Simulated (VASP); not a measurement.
# Bi (C2/c) in VASP: single point with r2SCAN

Aim: the single point of Bi with r2SCAN.

Program: VASP 6.6.1. These are calculated values, not measurements. Logs are shortened: lines on timing, memory, paths and dates and some standing lists are left out, and cuts for length are marked.

**1. The cell of the first run**

The structure is monoclinic, space group C2/c (No. 15). Conventional cell: a = 4.539 Å, b = 7.862 Å, c = 11.829 Å, α = 90.00°, β = 90.43°, γ = 90.00°.

**2. Single point, r2SCAN (strain +0.0075 x Voigt [0, 0, 0, 0, 1, 0])**

Input file POSCAR:

```
Bi
1.0
    4.5390002997      0.0000000000      0.0170212511
   -2.2695001499      3.9308895673     -0.0085106256
    0.0443587500      0.0000000000     11.8290000000
Bi
2
Direct
    0.3333333333      0.6666666667      0.2500000000
    0.6666666667      0.3333333333      0.7500000000
```

Input file INCAR.step1:

```
ALGO = Normal
EDIFF = 1E-4
ENCUT = 520
GGA = PE
ISMEAR = 0
LASPH = True
LCHARG = False
LREAL = False
LWAVE = True
NBANDS = 22
NELM = 80
PREC = Accurate
SIGMA = 0.15
```

Input file INCAR.step2:

```
ALGO = Normal
EDIFF = 1E-7
ENCUT = 520
ISIF = 2
ISMEAR = 0
ISTART = 1
LASPH = True
LCHARG = True
LELF = True
LMIXTAU = True
LREAL = False
LVHAR = True
LWAVE = False
METAGGA = R2SCAN
NBANDS = 22
NELM = 80
PREC = Accurate
SIGMA = 0.15
```

Input file KPOINTS:

```
k-points
0
Gamma
  12 12 4
```

Potentials or basis: VASP PAW PBE potentials, release 64 (Bi_d).

Command:

```bash
$ cat potpaw_PBE.64/Bi_d/POTCAR > POTCAR
$ cp INCAR.step1 INCAR
$ mpirun -np 1 vasp_std > vasp.out
$ cp INCAR.step2 INCAR
$ mpirun -np 1 vasp_std > vasp.out
```

OUTCAR:

```text
EDIFF = 1E-7
   ENCUT = 520
   ISIF = 2
   ISMEAR = 0
   ISTART = 1
   LASPH = True
   LREAL = False
   METAGGA = R2SCAN
   NELM = 80
   PREC = Accurate

 ion  position               nearest neighbor table
   1  0.333  0.667  0.250-
   2  0.667  0.333  0.750-

  LATTYP: Found a base centered monoclinic cell.
 ALAT       =     4.5390322144
 B/A-ratio  =     1.7320386292
 C/A-ratio  =     2.6060804624
 COS(beta)  =    -0.0074998945

  Lattice vectors:

 A1 = (  -2.2695001499,   3.9308895673,  -0.0085106256)
 A2 = (  -2.2695001498,  -3.9308895673,  -0.0085106255)
 A3 = (   0.0443587500,   0.0000000000,  11.8290000000)

Analysis of symmetry for initial positions (statically):
=====================================================================
 Subroutine PRICEL returns:
 Original cell was already a primitive cell.

 Routine SETGRP: Setting up the symmetry group for a
 base centered monoclinic supercell.

 Subroutine GETGRP returns: Found  4 space group operations
 (whereof  2 operations were pure point group operations)
 out of a pool of  4 trial point group operations.

The static configuration has the point symmetry S_2 .
 The point group associated with its full space group is C_2h.

Analysis of symmetry for dynamics (positions and initial velocities):
=====================================================================
 Subroutine PRICEL returns:
 Original cell was already a primitive cell.

 Routine SETGRP: Setting up the symmetry group for a
 base centered monoclinic supercell.

 Subroutine GETGRP returns: Found  4 space group operations
 (whereof  2 operations were pure point group operations)
 out of a pool of  4 trial point group operations.

The dynamic configuration has the point symmetry S_2 .
 The point group associated with its full space group is C_2h.

 Subroutine INISYM returns: Found  4 space group operations
 (whereof  2 operations are pure point group operations),
 and found     1 'primitive' translations

----------------------------------------------------------------------------------------

                                     Primitive cell

  volume of cell :     211.0537

  direct lattice vectors                    reciprocal lattice vectors
     4.539000300  0.000000000  0.017021251     0.220315928  0.127197672 -0.000826185
    -2.269500150  3.930889567 -0.008510626     0.000000000  0.254395343  0.000000000
     0.044358750  0.000000000 11.829000000    -0.000317022  0.000000000  0.084539189

  length of vectors
     4.539032214  4.539008278 11.829083172     0.254399368  0.254395343  0.084539783

  position of ions in fractional coordinates (direct lattice)
     0.333333333  0.666666667  0.250000000
     0.666666667  0.333333333  0.750000000

  ion indices of the primitive-cell ions
   primitive index   ion index
                 1           1
                 2           2

----------------------------------------------------------------------------------------

 KPOINTS: k-points

Automatic generation of k-mesh.
 Grid dimensions read from file:
 generate k-points for:   12   12    4

 Generating k-lattice:

  Cartesian coordinates                     Fractional coordinates (reciprocal lattice)
     0.018359661  0.010599806 -0.000068849     0.083333333  0.000000000  0.000000000
     0.000000000  0.021199612  0.000000000     0.000000000  0.083333333  0.000000000
    -0.000079255  0.000000000  0.021134797     0.000000000  0.000000000  0.250000000

  Length of vectors
     0.021199947  0.021199612  0.021134946

  Shift w.r.t. Gamma in fractional coordinates (k-lattice)
     0.000000000  0.000000000  0.000000000

 Subroutine IBZKPT returns following result:
 ===========================================

 Found    164 irreducible k-points:

 Following reciprocal coordinates:
            Coordinates               Weight
  0.000000  0.000000  0.000000      1.000000
  0.083333  0.000000  0.000000      4.000000
  0.166667  0.000000  0.000000      4.000000
  0.250000  0.000000  0.000000      4.000000
  0.333333  0.000000  0.000000      4.000000
  0.416667  0.000000  0.000000      4.000000
[... 16 lines left out ...]
  0.333333  0.166667  0.000000      4.000000
  0.416667  0.166667  0.000000      4.000000
 [... further k-points ...]
   k-points           NKPTS =    164   k-points in BZ     NKDIM =    164   number of bands    NBANDS=     22
   number of dos      NEDOS =    301   number of ions     NIONS =      2
   total plane-waves  NPLWV = 116640
   dimension x,y,z NGX =    36 NGY =   36 NGZ =   90
   dimension x,y,z NGXF=    72 NGYF=   72 NGZF=  180
   ions per type =               2
   NGX,Y,Z   is equivalent  to a cutoff of  13.19, 13.19, 12.65 a.u.
   NGXF,Y,Z  is equivalent  to a cutoff of  26.37, 26.37, 25.30 a.u.
 SYSTEM =  unknown system
   PREC   = accura    normal or accurate (medium, high low for compatibility)
   ISTART =      1    job   : 0-new  1-cont  2-samecut
   ICHARG =      0    charge: 1-file 2-atom 10-const
   ISPIN  =      1    spin polarized calculation?
   LNONCOLLINEAR =      F non collinear calculations
   LSORBIT =      F    spin-orbit coupling
   LASPH  =      T    aspherical Exc in radial PAW
   ENCUT  =  520.0 eV  38.22 Ry    6.18 a.u.   8.44  8.44 21.99*2*pi/ulx,y,z
   NELM   =     80;   NELMIN=  2; NELMDL=  0     # of ELM steps
   EDIFF  = 0.1E-06   stopping-criterion for ELM
   LREAL  =      F    real-space projection
   EDIFFG = 0.1E-05   stopping-criterion for IOM
   NSW    =      0    number of steps for IOM
   IBRION =     -1    ionic relax: 0-MD 1-quasi-New 2-CG
   NFREE  =      0    steps in history (QN), initial steepest desc. (CG)
   ISIF   =      2    stress and relaxation
   ISYM   =      2    0-nonsym 1-usesym 2-fastsym
   POTIM  = 0.5000    time-step for ionic-motion
   TEBEG  =    0.0;   TEEND  =   0.0 temperature during run
   PSTRESS=    0.0 pullay stress
   NELECT =      30.0000    total number of electrons
   NUPDOWN=      -1.0000    fix difference up-down
   EMIN   =  10.00;   EMAX   =-10.00  energy-range for DOS
   EFERMI =   0.00;   METHOD = LEGACY
   ISMEAR =     0;   SIGMA  =   0.15  broadening in eV -4-tet -1-fermi 0-gaus
   EFERMI_NEDOS =   21; number of points for ismear=-14 and -15
   IALGO  =     38    algorithm
   IMIX   =      4    mixing-type and parameters
     AMIX     =   0.40;   BMIX     =  1.00
     AMIX_MAG =   1.60;   BMIX_MAG =  1.00
  volume/ion in A,a.u.               =     105.53       712.13
  Fermi-wavevector in a.u.,A,eV,Ry     =   0.854380  1.614544  9.931772  0.729965
  Thomas-Fermi vector in A             =   1.970967
   LORBIT       =      0    0 simple, 1 ext, 2 COOP (PROOUT), +10 PAW based schemes
   METAGGA = R2SCAN    functional components
   LHFCALC =     F    Hartree Fock is set to
   AEXX    =    0.0000 exact exchange contribution
   IVDW    =     0    specifies the selected vdW correction
   LEPSILON=     F    determine dielectric tensor
   LRPA    =     F    only Hartree local field effects (RPA)
 non-spin polarized calculation
 Gauss-broadening in eV      SIGMA  =   0.15
  energy-cutoff  :      520.00
  volume of cell :      211.05
 maximum number of plane-waves:      5771
 NGX is ok and might be reduce to    36
   NGX = 17   NGY = 17   NGZ = 43

 number of electron      29.9999990 magnetization

 Free energy of the ion-electron system (eV)
  ---------------------------------------------------
  ext. energy  EPLUGINS =         0.00000000
  ---------------------------------------------------
  free energy    TOTEN  =      -111.88576687 eV

  energy without entropy =     -111.79333370  energy(sigma->0) =     -111.83955028

 E-fermi :  -1.2185     XC(G=0):  -5.6447

 val. band max:       -1.2236711724   @ k =   0.1667   0.1667   0.0000
 cond. band min:      -1.2142405986   @ k =  -0.4167   0.0833   0.5000
 fundamental gap:      0.0094305738
 Fermi energy:        -1.2185244121

 k-point     1 :       0.0000    0.0000    0.0000
  band No.  band energies     occupation
      1     -24.7232      2.00000
      2     -24.7232      2.00000
      3     -24.7232      2.00000
      4     -24.7232      2.00000
      5     -24.6912      2.00000
      6     -24.6912      2.00000
[... 14 lines left out ...]
     21       4.9395      0.00000
     22       4.9638      0.00000

 k-point     2 :       0.0833    0.0000    0.0000
  band No.  band energies     occupation
      1     -24.7232      2.00000
      2     -24.7232      2.00000
      3     -24.7226      2.00000
      4     -24.7226      2.00000
      5     -24.6914      2.00000
      6     -24.6914      2.00000
[... 14 lines left out ...]
     21       4.9419      0.00000
     22       5.2129      0.00000

 k-point     3 :       0.1667    0.0000    0.0000
  band No.  band energies     occupation
      1     -24.7232      2.00000
      2     -24.7231      2.00000
      3     -24.7211      2.00000
      4     -24.7211      2.00000
      5     -24.6919      2.00000
      6     -24.6919      2.00000
[... 14 lines left out ...]
     21       4.9164      0.00000
     22       5.6823      0.00000

 k-point     4 :       0.2500    0.0000    0.0000
  band No.  band energies     occupation
      1     -24.7232      2.00000
      2     -24.7232      2.00000
      3     -24.7189      2.00000
      4     -24.7189      2.00000
      5     -24.6926      2.00000
      6     -24.6926      2.00000
[... 14 lines left out ...]
     21       5.0356      0.00000
     22       5.5262      0.00000

 k-point     5 :       0.3333    0.0000    0.0000
  band No.  band energies     occupation
      1     -24.7232      2.00000
      2     -24.7232      2.00000
      3     -24.7168      2.00000
      4     -24.7168      2.00000
      5     -24.6933      2.00000
      6     -24.6933      2.00000
[... 417 lines left out ...]
 k-point    22 :       0.2500    0.1667    0.0000
  band No.  band energies     occupation
      1     -24.7221      2.00000
      2     -24.7220      2.00000
      3     -24.7171      2.00000
      4     -24.7171      2.00000
      5     -24.6933      2.00000
      6     -24.6933      2.00000
[... 14 lines left out ...]
     21       5.3151      0.00000
     22       5.8542      0.00000

 k-point    23 :       0.3333    0.1667    0.0000
  band No.  band energies     occupation
      1     -24.7217      2.00000
      2     -24.7217      2.00000
      3     -24.7161      2.00000
      4     -24.7161      2.00000
      5     -24.6937      2.00000
      6     -24.6937      2.00000
[... 14 lines left out ...]
     21       4.9711      0.00000
     22       5.5535      0.00000

 k-point    24 :       0.4167    0.1667    0.0000
  band No.  band energies     occupation
      1     -24.7216      2.00000
      2     -24.7216      2.00000
      3     -24.7158      2.00000
      4     -24.7158      2.00000
      5     -24.6938      2.00000
      6     -24.6938      2.00000
[... 14 lines left out ...]
     21       4.8731      0.00000
     22       5.2768      0.00000

 [... further k-points ...]

------------------------ aborting loop because EDIFF is reached ----------------------------------------

  FORCE on cell =-STRESS in cart. coord.  units (eV):
  Direction    XX          YY          ZZ          XY          YZ          ZX
  --------------------------------------------------------------------------------------
  -------------------------------------------------------------------------------------
  Total       -6.5860135     -6.5863107     -0.6120136      0.0000000      0.0000000     -0.0190242
  in kB      -49.9965712    -49.9988273     -4.6459943      0.0000000      0.0000000     -0.1444192
  external PRESSURE =     -34.8804643 kB  Pullay stress =       0.0000000 kB

 VOLUME and BASIS-vectors are now :
 -----------------------------------------------------------------------------
  energy-cutoff  :      520.00
  volume of cell :      211.05
      direct lattice vectors                 reciprocal lattice vectors
     4.539000300  0.000000000  0.017021251     0.220315928  0.127197672 -0.000826185
    -2.269500150  3.930889567 -0.008510626     0.000000000  0.254395343  0.000000000
     0.044358750  0.000000000 11.829000000    -0.000317022  0.000000000  0.084539189

 POSITION                                       TOTAL-FORCE (eV/Angst)
 -----------------------------------------------------------------------------------
      0.01109      2.62059      2.95725         0.000000     -0.000026      0.000000
      2.30277      1.31030      8.88026        -0.000000      0.000026     -0.000000
 -----------------------------------------------------------------------------------
    total drift:                               -0.000000      0.000000     -0.000000

  FREE ENERGIE OF THE ION-ELECTRON SYSTEM (eV)
  ---------------------------------------------------
  free  energy   TOTEN  =      -111.8857668652 eV

  energy  without entropy=     -111.7933337010  energy(sigma->0) =     -111.83955028
```

Run time: 83 min. Hardware: 1 thread of Oxide Virtual Turin-like, shared host; peak memory 0.75 GiB.

Results:

```
Free energy            : -111.8858 eV
Pressure               : -3.5 GPa
Band gap on the k mesh : zero (bands 15 and 16 overlap by 2.27 eV)
```

Stress tensor (GPa, compression positive):
```
-5.00  0.00 -0.01
 0.00 -5.00  0.00
-0.01  0.00 -0.46
```

Caveat: the cell differs from its parent crystal (strain +0.0075 x Voigt [0, 0, 0, 0, 1, 0]); the cell stands under tension; the PAW data sets were made with another functional, which shifts forces and pressure a little; spin-orbit coupling is left out, which moves the levels of the heavy elements.
